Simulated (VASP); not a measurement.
# Au (Fm-3m) in VASP: a series of runs

Au is run at these levels: r2SCAN; tasks: single point.

Everything below comes from runs of VASP 6.6.1. Logs are shortened: lines on timing, memory, paths and dates and some standing lists are left out, and cuts for length are marked.

## (1) The cell of the first run

Symmetry: Fm-3m, No. 225, cubic system. The conventional cell has a = 3.951 Å, b = 3.951 Å, c = 3.951 Å, α = 90.00°, β = 90.00°, γ = 90.00°. Within 3.7 Å of Au (site symmetry m-3m) lie 12 Au at 2.79 Å.

## (2) Single point, r2SCAN (volume scaled by 0.88)

POSCAR

```
Au
1.0
    0.0000000000      1.9755260303      1.9755260303
    1.9755260303      0.0000000000      1.9755260303
    1.9755260303      1.9755260303      0.0000000000
Au
1
Direct
    0.0000000000      0.0000000000      0.0000000000
```

INCAR.step1

```
SYSTEM = Au
  PREC = Accurate
  ENCUT = 520
  ISMEAR = -1
  SIGMA = 0.1
  LREAL = .False.
  LASPH = .True.
  NELM = 80
  NBANDS = 12
  GGA = PE
  ALGO = Normal
  EDIFF = 1E-4
  LWAVE = .True.
  LCHARG = .False.
```

INCAR.step2

```
SYSTEM = Au
  PREC = Accurate
  ENCUT = 520
  EDIFF = 1E-7
  ISMEAR = -1
  SIGMA = 0.1
  LREAL = .False.
  LASPH = .True.
  NELM = 80
  ALGO = Normal
  ISIF = 2
  LWAVE = .False.
  LCHARG = .False.
  METAGGA = R2SCAN
  LMIXTAU = .True.
  NBANDS = 12
  ISTART = 1
```

KPOINTS

```
regular mesh
0
Gamma
  22 22 22
  0 0 0
```

Potentials or basis: VASP PAW PBE potentials, release 64 (Au).

On the command line:

```bash
$ cat potpaw_PBE.64/Au/POTCAR > POTCAR
$ cp INCAR.step1 INCAR
$ mpirun -np 1 vasp_std > vasp.out
$ cp INCAR.step2 INCAR
$ mpirun -np 1 vasp_std > vasp.out
```

OUTCAR:

```text
SYSTEM = Au
   PREC = Accurate
   ENCUT = 520
   EDIFF = 1E-7
   ISMEAR = -1
   LREAL = .False.
   LASPH = .True.
   NELM = 80
   ISIF = 2
   METAGGA = R2SCAN
   ISTART = 1

 ion  position               nearest neighbor table
   1  0.000  0.000  0.000-

  LATTYP: Found a face centered cubic cell.
 ALAT       =     3.9510520606

  Lattice vectors:

 A1 = (   0.0000000000,   1.9755260303,   1.9755260303)
 A2 = (   1.9755260303,   0.0000000000,   1.9755260303)
 A3 = (   1.9755260303,   1.9755260303,   0.0000000000)

Analysis of symmetry for initial positions (statically):
=====================================================================
 Subroutine PRICEL returns:
 Original cell was already a primitive cell.

 Routine SETGRP: Setting up the symmetry group for a
 face centered cubic supercell.

 Subroutine GETGRP returns: Found 48 space group operations
 (whereof 48 operations were pure point group operations)
 out of a pool of 48 trial point group operations.

The static configuration has the point symmetry O_h .

Analysis of symmetry for dynamics (positions and initial velocities):
=====================================================================
 Subroutine PRICEL returns:
 Original cell was already a primitive cell.

 Routine SETGRP: Setting up the symmetry group for a
 face centered cubic supercell.

 Subroutine GETGRP returns: Found 48 space group operations
 (whereof 48 operations were pure point group operations)
 out of a pool of 48 trial point group operations.

The dynamic configuration has the point symmetry O_h .

 Subroutine INISYM returns: Found 48 space group operations
 (whereof 48 operations are pure point group operations),
 and found     1 'primitive' translations

----------------------------------------------------------------------------------------

                                     Primitive cell

  volume of cell :      15.4198

  direct lattice vectors                    reciprocal lattice vectors
     0.000000000  1.975526030  1.975526030    -0.253097146  0.253097146  0.253097146
     1.975526030  0.000000000  1.975526030     0.253097146 -0.253097146  0.253097146
     1.975526030  1.975526030  0.000000000     0.253097146  0.253097146 -0.253097146

  length of vectors
     2.793815705  2.793815705  2.793815705     0.438377116  0.438377116  0.438377116

[... 83 lines left out ...]
   NFREE  =      0    steps in history (QN), initial steepest desc. (CG)
   ISIF   =      2    stress and relaxation
   ISYM   =      2    0-nonsym 1-usesym 2-fastsym
   POTIM  = 0.5000    time-step for ionic-motion
   TEBEG  =    0.0;   TEEND  =   0.0 temperature during run
   PSTRESS=    0.0 pullay stress
   NELECT =      11.0000    total number of electrons
   NUPDOWN=      -1.0000    fix difference up-down
   EMIN   =  10.00;   EMAX   =-10.00  energy-range for DOS
   EFERMI =   0.00;   METHOD = LEGACY
   ISMEAR =    -1;   SIGMA  =   0.10  broadening in eV -4-tet -1-fermi 0-gaus
   EFERMI_NEDOS =   21; number of points for ismear=-14 and -15
   IALGO  =     38    algorithm
   IMIX   =      4    mixing-type and parameters
     AMIX     =   0.40;   BMIX     =  1.00
     AMIX_MAG =   1.60;   BMIX_MAG =  1.00
  volume/ion in A,a.u.               =      15.42       104.06
  Fermi-wavevector in a.u.,A,eV,Ry     =   1.462782  2.764257 29.112814  2.139731
  Thomas-Fermi vector in A             =   2.578955
   LORBIT       =      0    0 simple, 1 ext, 2 COOP (PROOUT), +10 PAW based schemes
   METAGGA = R2SCAN    functional components
   LHFCALC =     F    Hartree Fock is set to
   AEXX    =    0.0000 exact exchange contribution
   IVDW    =     0    specifies the selected vdW correction
   LEPSILON=     F    determine dielectric tensor
   LRPA    =     F    only Hartree local field effects (RPA)
 non-spin polarized calculation
  energy-cutoff  :      520.00
  volume of cell :       15.42
 maximum number of plane-waves:       431
 NGX is ok and might be reduce to    24
   NGX = 11   NGY = 11   NGZ = 11

 number of electron      11.0000001 magnetization

 Free energy of the ion-electron system (eV)
  ---------------------------------------------------
  ext. energy  EPLUGINS =         0.00000000
  ---------------------------------------------------
  free energy    TOTEN  =       -50.42752657 eV

  energy without entropy =      -50.41951077  energy(sigma->0) =      -50.42351867

 E-fermi :  11.1313     XC(G=0): -14.3529

 val. band max:       11.1272409536   @ k =   0.5000   0.2273   0.0909
 cond. band min:      11.1660014249   @ k =  -0.4545   0.0909   0.0000
 fundamental gap:      0.0387604712
 Fermi energy:        11.1312594605

 k-point     1 :       0.0000    0.0000    0.0000
  band No.  band energies     occupation
      1      -0.1691      2.00000
      2       5.5387      2.00000
      3       5.5387      2.00000
      4       5.5387      2.00000
      5       7.3714      2.00000
      6       7.3714      2.00000
      7      26.2110      0.00000
      8      30.9405      0.00000
      9      30.9405      0.00000
     10      30.9405      0.00000
     11      36.6018      0.00000
     12      42.2843      0.00000
[... 331 lines left out ...]
 k-point    24 :      -0.4545    0.0455    0.0000
  band No.  band energies     occupation
      1       2.5318      2.00000
      2       5.4458      2.00000
      3       5.5283      2.00000
      4       8.3371      2.00000
      5       8.7779      2.00000
      6      10.1297      1.99991
      7      15.1709      0.00000
      8      25.8620      0.00000
      9      29.4349      0.00000
     10      29.9363      0.00000
     11      38.4673      0.00000
     12      38.6757      0.00000

 [... further k-points ...]

------------------------ aborting loop because EDIFF is reached ----------------------------------------

  FORCE on cell =-STRESS in cart. coord.  units (eV):
  Direction    XX          YY          ZZ          XY          YZ          ZX
  --------------------------------------------------------------------------------------
  -------------------------------------------------------------------------------------
  Total        2.8501854      2.8501854      2.8501854      0.0000000      0.0000000      0.0000000
  in kB      296.1456945    296.1456945    296.1456945      0.0000000      0.0000000      0.0000000
  external PRESSURE =     296.1456945 kB  Pullay stress =       0.0000000 kB

 VOLUME and BASIS-vectors are now :
 -----------------------------------------------------------------------------
  energy-cutoff  :      520.00
  volume of cell :       15.42
      direct lattice vectors                 reciprocal lattice vectors
     0.000000000  1.975526030  1.975526030    -0.253097146  0.253097146  0.253097146
     1.975526030  0.000000000  1.975526030     0.253097146 -0.253097146  0.253097146
     1.975526030  1.975526030  0.000000000     0.253097146  0.253097146 -0.253097146

 POSITION                                       TOTAL-FORCE (eV/Angst)
 -----------------------------------------------------------------------------------
      0.00000      0.00000      0.00000         0.000000      0.000000      0.000000
 -----------------------------------------------------------------------------------
    total drift:                               -0.000000      0.000000     -0.000000

  FREE ENERGIE OF THE ION-ELECTRON SYSTEM (eV)
  ---------------------------------------------------
  free  energy   TOTEN  =       -50.4275265663 eV

  energy  without entropy=      -50.4195107660  energy(sigma->0) =      -50.42351867
```

OSZICAR.step1:

```text
N       E                     dE             d eps       ncg     rms          rms(c)
DAV:   1     0.509865383934E+02    0.50987E+02   -0.56699E+03  8072   0.828E+02
DAV:   2    -0.257883037847E+01   -0.53565E+02   -0.50657E+02  9340   0.193E+02
DAV:   3    -0.326770800347E+01   -0.68888E+00   -0.68829E+00  9460   0.211E+01
DAV:   4    -0.326991081392E+01   -0.22028E-02   -0.22027E-02  9500   0.137E+00
DAV:   5    -0.326992538006E+01   -0.14566E-04   -0.14565E-04  9692   0.105E-01    0.129E+01
DAV:   6    -0.303469580942E+01    0.23523E+00   -0.52727E-01  8592   0.612E+00    0.785E+00
DAV:   7    -0.300736767804E+01    0.27328E-01   -0.96425E-02  9236   0.261E+00    0.288E+00
DAV:   8    -0.300444816524E+01    0.29195E-02   -0.47080E-03  8840   0.608E-01    0.292E-01
DAV:   9    -0.300443364910E+01    0.14516E-04   -0.19128E-05  6144   0.418E-02
   1 F= -.30044336E+01 E0= -.30001906E+01  d E =-.848608E-02
```

It took 4.8 min on 1 thread of Intel Xeon 8259CL, shared host; peak memory 0.19 GiB.

What came out:

```
Free energy : -50.4275 eV
Pressure    : 29.6 GPa
```

Caveat: the cell differs from its parent crystal (volume scaled by 0.88); the PAW data sets were made with another functional, which shifts forces and pressure a little; spin-orbit coupling is left out, which moves the levels of the heavy elements.

## (3) Single point, r2SCAN (volume scaled by 0.92)

POSCAR

```
Au
1.0
    0.0000000000      2.0050158411      2.0050158411
    2.0050158411      0.0000000000      2.0050158411
    2.0050158411      2.0050158411      0.0000000000
Au
1
Direct
    0.0000000000      0.0000000000      0.0000000000
```

INCAR.step1

```
SYSTEM = Au
  PREC = Accurate
  ENCUT = 520
  ISMEAR = -1
  SIGMA = 0.1
  LREAL = .FALSE.
  LASPH = .TRUE.
  NELM = 80
  NBANDS = 12
  GGA = PE
  ALGO = Normal
  EDIFF = 1E-4
  LWAVE = .TRUE.
  LCHARG = .FALSE.
```

INCAR.step2

```
SYSTEM = Au
  PREC = Accurate
  ENCUT = 520
  EDIFF = 1E-6
  ISMEAR = -1
  SIGMA = 0.1
  LREAL = .FALSE.
  LASPH = .TRUE.
  NELM = 80
  ALGO = Normal
  ISIF = 2
  LWAVE = .FALSE.
  LCHARG = .TRUE.
  METAGGA = R2SCAN
  LMIXTAU = .TRUE.
  LELF = .TRUE.
  LVHAR = .TRUE.
  NBANDS = 12
  ISTART = 1
```

KPOINTS

```
Automatic mesh
0
G
  22 22 22
  0 0 0
```

Potentials or basis: VASP PAW PBE potentials, release 64 (Au).

On the command line:

```bash
$ cat potpaw_PBE.64/Au/POTCAR > POTCAR
$ cp INCAR.step1 INCAR
$ mpirun -np 1 vasp_std > vasp.out
$ cp INCAR.step2 INCAR
$ mpirun -np 1 vasp_std > vasp.out
```

Wall time 4.8 min (1 thread of Intel Xeon 8259CL, shared host); peak memory 0.19 GiB.

It converged, with:

```yaml
Free_energy: -50.5290 eV
Pressure: 17.2 GPa
```

Levels at points of the mesh, in eV from the Fermi level:
| k point | band 2 | band 3 | band 4 | band 5 | band 6 | band 7 | band 8 | band 9 | band 10 | band 11 |
| --- | --- | --- | --- | --- | --- | --- | --- | --- | --- | --- |
| (0.00, 0.00, 0.00) | -5.30 | -5.30 | -5.30 | -3.60 | -3.60 | 15.20 | 19.65 | 19.65 | 19.65 | 25.14 |
| (0.50, 0.00, 0.00) | -5.35 | -5.35 | -2.23 | -2.23 | -1.11 | 3.48 | 14.71 | 18.35 | 18.35 | 26.81 |
| (0.50, 0.50, 0.00) | -7.62 | -2.29 | -1.85 | -1.85 | 0.99 | 6.48 | 10.67 | 10.67 | 18.70 | 21.37 |

Caveat: the cell differs from its parent crystal (volume scaled by 0.92); the PAW data sets were made with another functional, which shifts forces and pressure a little; spin-orbit coupling is left out, which moves the levels of the heavy elements.

## (4) Single point, r2SCAN (volume scaled by 0.96)

POSCAR

```
Au
1.0
    0.0000000000      2.0336627949      2.0336627949
    2.0336627949      0.0000000000      2.0336627949
    2.0336627949      2.0336627949      0.0000000000
Au
1
Direct
    0.0000000000      0.0000000000      0.0000000000
```

INCAR.step1

```
SYSTEM = Au
ALGO = Normal
EDIFF = 1E-4
ENCUT = 520
GGA = PE
ISMEAR = -1
LASPH = .TRUE.
LCHARG = .FALSE.
LREAL = .FALSE.
LWAVE = .TRUE.
NBANDS = 12
NELM = 60
PREC = Accurate
SIGMA = 0.1
```

INCAR.step2

```
SYSTEM = Au
ALGO = Normal
EDIFF = 1E-6
ENCUT = 520
ISIF = 2
ISMEAR = -1
ISTART = 1
LASPH = .TRUE.
LCHARG = .FALSE.
LMIXTAU = .TRUE.
LREAL = .FALSE.
LWAVE = .FALSE.
METAGGA = R2SCAN
NBANDS = 12
NELM = 60
PREC = Accurate
SIGMA = 0.1
```

KPOINTS

```
k-points
0
G
  22 22 22
  0 0 0
```

On the command line:

```bash
$ cat potpaw_PBE.64/Au/POTCAR > POTCAR
$ cp INCAR.step1 INCAR
$ mpirun -np 1 vasp_std > vasp.out
$ cp INCAR.step2 INCAR
$ mpirun -np 1 vasp_std > vasp.out
```

Wall time 4.4 min (1 thread of Intel Xeon 8259CL, shared host); peak memory 0.2 GiB.

It converged, with:

```
Free energy : -50.5828 eV
Pressure    : 7.7 GPa
```

Levels at points of the mesh, in eV from the Fermi level:
```csv
k point,band 3,band 4,band 5,band 6,band 7,band 8,band 9,band 10
"(0.00, 0.00, 0.00)",-5.04,-5.04,-3.47,-3.47,15.28,19.46,19.46,19.46
"(0.50, 0.00, 0.00)",-5.09,-2.19,-2.19,-0.89,3.23,14.78,18.02,18.02
"(0.50, 0.50, 0.00)",-2.25,-1.84,-1.84,1.13,6.11,10.55,10.55,18.20
```

Caveat: the cell differs from its parent crystal (volume scaled by 0.96); the PAW data sets were made with another functional, which shifts forces and pressure a little; spin-orbit coupling is left out, which moves the levels of the heavy elements.

## (5) Single point, r2SCAN

This run uses another cell than the first one, of 17.52 Å³/atom, 1.136 times its volume.

POSCAR

```
Au
1.0
    0.0000000000      2.0615246516      2.0615246516
    2.0615246516      0.0000000000      2.0615246516
    2.0615246516      2.0615246516      0.0000000000
Au
1
Direct
    0.0000000000      0.0000000000      0.0000000000
```

INCAR.step1

```
SYSTEM = Au
ALGO = Normal
EDIFF = 1E-4
ENCUT = 520
GGA = PE
ISMEAR = -1
LASPH = .True.
LCHARG = .False.
LREAL = .False.
LWAVE = .True.
NBANDS = 12
NELM = 100
PREC = Accurate
SIGMA = 0.1
```

INCAR.step2

```
SYSTEM = Au
ALGO = Normal
EDIFF = 1E-6
ENCUT = 520
ISIF = 2
ISMEAR = -1
ISTART = 1
LASPH = .True.
LCHARG = .True.
LELF = .True.
LMIXTAU = .True.
LREAL = .False.
LVHAR = .True.
LWAVE = .False.
METAGGA = R2SCAN
NBANDS = 12
NELM = 100
PREC = Accurate
SIGMA = 0.1
```

KPOINTS

```
k-points
0
Gamma
  22 22 22
  0 0 0
```

On the command line:

```bash
$ cat potpaw_PBE.64/Au/POTCAR > POTCAR
$ cp INCAR.step1 INCAR
$ mpirun -np 1 vasp_std > vasp.out
$ cp INCAR.step2 INCAR
$ mpirun -np 1 vasp_std > vasp.out
```

Wall time 5 min (1 thread of Intel Xeon 8259CL, shared host); peak memory 0.2 GiB.

It converged, with:

- Free energy: -50.6002 eV
- Pressure: 0.5 GPa

Levels at points of the mesh, in eV from the Fermi level:
```tsv
k point	band 3	band 4	band 5	band 6	band 7	band 8	band 9	band 10
(0.00, 0.00, 0.00)	-4.81	-4.81	-3.35	-3.35	15.34	19.26	19.26	19.26
(0.50, 0.00, 0.00)	-4.86	-2.16	-2.16	-0.68	3.01	14.82	17.69	17.69
(0.50, 0.50, 0.00)	-2.22	-1.84	-1.84	1.25	5.76	10.42	10.42	17.74
```

Caveat: the PAW data sets were made with another functional, which shifts forces and pressure a little; spin-orbit coupling is left out, which moves the levels of the heavy elements.

## (6) Single point, r2SCAN (volume scaled by 1.04)

POSCAR

```
Au
1.0
    0.0000000000      2.0886530869      2.0886530869
    2.0886530869      0.0000000000      2.0886530869
    2.0886530869      2.0886530869      0.0000000000
Au
1
Direct
    0.0000000000      0.0000000000      0.0000000000
```

INCAR.step1

```
ALGO = Normal
EDIFF = 1E-4
ENCUT = 520
GGA = PE
ISMEAR = -1
LASPH = T
LCHARG = F
LREAL = F
LWAVE = T
NBANDS = 12
NELM = 80
PREC = Accurate
SIGMA = 0.1
```

INCAR.step2

```
ALGO = Normal
EDIFF = 1E-6
ENCUT = 520
ISIF = 2
ISMEAR = -1
ISTART = 1
LASPH = T
LCHARG = T
LELF = T
LMIXTAU = T
LREAL = F
LVHAR = T
LWAVE = F
METAGGA = R2SCAN
NBANDS = 12
NELM = 80
PREC = Accurate
SIGMA = 0.1
```

KPOINTS

```
k-points
0
Gamma
  22 22 22
```

Potentials or basis: VASP PAW PBE potentials, release 64 (Au).

On the command line:

```bash
$ cat potpaw_PBE.64/Au/POTCAR > POTCAR
$ cp INCAR.step1 INCAR
$ mpirun -np 1 vasp_std > vasp.out
$ cp INCAR.step2 INCAR
$ mpirun -np 1 vasp_std > vasp.out
```

Wall time 4.9 min (1 thread of Intel Xeon 8259CL, shared host); peak memory 0.21 GiB.

Results (log left out):

```
Free energy : -50.5900 eV
Pressure    : -5.0 GPa
```

Levels at points of the mesh, in eV from the Fermi level:
| k point | band 2 | band 3 | band 4 | band 5 | band 6 | band 7 | band 8 | band 9 | band 10 | band 11 |
| --- | --- | --- | --- | --- | --- | --- | --- | --- | --- | --- |
| (0.00, 0.00, 0.00) | -4.61 | -4.61 | -4.61 | -3.25 | -3.25 | 15.37 | 19.05 | 19.05 | 19.05 | 24.09 |
| (0.50, 0.00, 0.00) | -4.64 | -4.64 | -2.14 | -2.14 | -0.50 | 2.80 | 14.84 | 17.36 | 17.36 | 24.88 |
| (0.50, 0.50, 0.00) | -6.49 | -2.19 | -1.83 | -1.83 | 1.37 | 5.45 | 10.30 | 10.30 | 17.29 | 19.66 |

Caveat: the cell differs from its parent crystal (volume scaled by 1.04); the PAW data sets were made with another functional, which shifts forces and pressure a little; spin-orbit coupling is left out, which moves the levels of the heavy elements.

## (7) Overview

```csv
cell,gap on the mesh (eV),pressure (GPa)
"a = 2.794 Å, angles 60.0°, 1 atom",none,29.6
"a = 2.836 Å, angles 60.0°, 1 atom",none,17.2
"a = 2.876 Å, angles 60.0°, 1 atom",none,7.7
"a = 2.915 Å, angles 60.0°, 1 atom",none,0.5
"a = 2.954 Å, angles 60.0°, 1 atom",none,-5.0
```

Alike in all rows: task single point; level r2SCAN; potentials or basis VASP PAW PBE potentials, release 64 (Au); no spin polarisation; k mesh 22 × 22 × 22; cutoff (eV) 520; smearing fermi-dirac 0.1 eV.

Caveats: the PAW data sets were made with another functional, which shifts forces and pressure a little; spin-orbit coupling is left out, which moves the levels of the heavy elements.

Absolute energies hang on the potentials; compare differences alone.
